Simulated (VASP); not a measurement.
Runs of VASP 6.6.1 on Y. The structure is that of space group Fm-3m (No. 225), or close to it. The cells are those of the table. This isn't the form of Y at room conditions, which is hcp.

| task | cell | k mesh | cutoff (eV) | gap on the mesh (eV) | pressure (GPa) |
| --- | --- | --- | --- | --- | --- |
| single point | a = 3.096 Å, angles 60.0°, 1 atom | 15 × 15 × 15 | 520 | none | 28.8 |
| relaxation of cell and atoms | relaxed to 29 GPa from a = 3.096 Å, angles 60.0°, 1 atom | 15 × 15 × 15 | 600 | none | 29.0 |
| relaxation of cell and atoms | relaxed to 29 GPa from a = 3.097 Å, angles 60.0°, 1 atom | 15 × 15 × 15 | 600 | none | 29.0 |
| single point | a = 3.097 Å, angles 60.0°, 1 atom | 15 × 15 × 15 | 520 | none | (a) |
| single point | a = 3.521 Å, angles 60.0°, 1 atom | 14 × 14 × 14 | 520 | none | -0.2 |

Alike in all rows: level PBEsol; potentials or basis VASP PAW PBE potentials, release 64 (Y_sv); no spin polarisation; smearing fermi-dirac 0.05 eV.

Question: Fill in the values left out.

Answer: (a) 28.6.

Caveats: the PAW data sets were made with another functional, which shifts forces and pressure a little; the cell stands under pressure (at least some runs); the cell is relaxed towards a set pressure, so the run minimises the enthalpy, not the energy (at least some runs).

A k mesh can miss the band edges, and the runs leave out spin-orbit coupling on Y.

A gap of «none» marks levels without a gap at the run's occupations.
